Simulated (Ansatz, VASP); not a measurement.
## One calculation of CaO, two programs

POSCAR

```
CaO
1.0
    0.0000000000      2.2544163687      2.3975501103
    2.2544163687      0.0000000000      2.3975501103
    2.2544163687      2.2544163687      0.0000000000
Ca O
1 1
Direct
    0.0000000000      0.0000000000      0.0000000000
    0.5000000000      0.5000000000      0.5000000000
```

File INCAR.step1:

```
SYSTEM = CaO
PREC = Accurate
ENCUT = 520
EDIFF = 1E-5
ISMEAR = 0
SIGMA = 0.01
LREAL = .FALSE.
LASPH = .TRUE.
NELM = 100
ALGO = Normal
ISIF = 2
LWAVE = .TRUE.
LCHARG = .FALSE.
NBANDS = 15
GGA = PE
```

The input INCAR.step2:

```
SYSTEM = CaO
PREC = Accurate
ENCUT = 520
EDIFF = 1E-7
ISMEAR = 0
SIGMA = 0.01
LREAL = .FALSE.
LASPH = .TRUE.
NELM = 100
ALGO = Normal
ISIF = 2
LWAVE = .FALSE.
LCHARG = .FALSE.
GGA = PE
LHFCALC = .TRUE.
HFSCREEN = 0.2079
PRECFOCK = Normal
NBANDS = 15
ISTART = 1
```

The input KPOINTS:

```
regular mesh
0
G
  6 6 6
  0 0 0
```

Input for Ansatz:

```yaml
crystal:
  lattice:
    - [0.0, 2.2544163687, 2.3975501103]
    - [2.2544163687, 0.0, 2.3975501103]
    - [2.2544163687, 2.2544163687, 0.0]
  atoms:
    - { symbol: Ca, position: [0.0, 0.0, 0.0] }
    - { symbol: O, position: [0.5, 0.5, 0.5] }
kpoints:
  mp_grid: { grid: [6, 6, 6] }
  band_path:
    path:
      - [0.0, 0.0, 0.0]
      - [0.5, 0.0, 0.5]
      - [0.625, 0.25, 0.625]
      - [0.375, 0.375, 0.75]
      - [0.5, 0.5, 0.5]
      - [0.5, 0.25, 0.75]
      - [0.0, 0.5, 0.5]
    npoints: 1
hamiltonian:
  xc: hse06
scf:
  occupations: { method: fixed }
  n_extra_bands: 4
output:
  forces: true
  stress: true
  eigenvalues: true
  write_density: true
  write_potential: true
  elf: true
  volumetric_format: npy
```

Change from the starting cell: biaxial_xy strain -6.0%.

Alike in both runs: task single point; functional HSE06; k mesh 6 × 6 × 6; no spin polarisation.

```csv
,VASP,Ansatz
version,VASP 6.6.1,Ansatz 0.2.0
potentials or method,"VASP PAW PBE potentials, release 64 (Ca_sv, O)","plane waves, PAW"
plane-wave cutoff (eV),520,420
occupations,"gaussian, width 0.01 eV",fixed
valence electrons in the cell,16,16
```

```csv
,VASP,Ansatz,Ansatz less VASP
gap on the k mesh at the Fermi level (eV),5.12,5.15,+0.029
pressure (GPa),21.4,20.1,-1.30
"traceless stress, the component that is largest in VASP (GPa)",-12.00,-11.52,+0.485
```

Ansatz's warnings: stress exchange threshold loose, stress scf threshold loose.
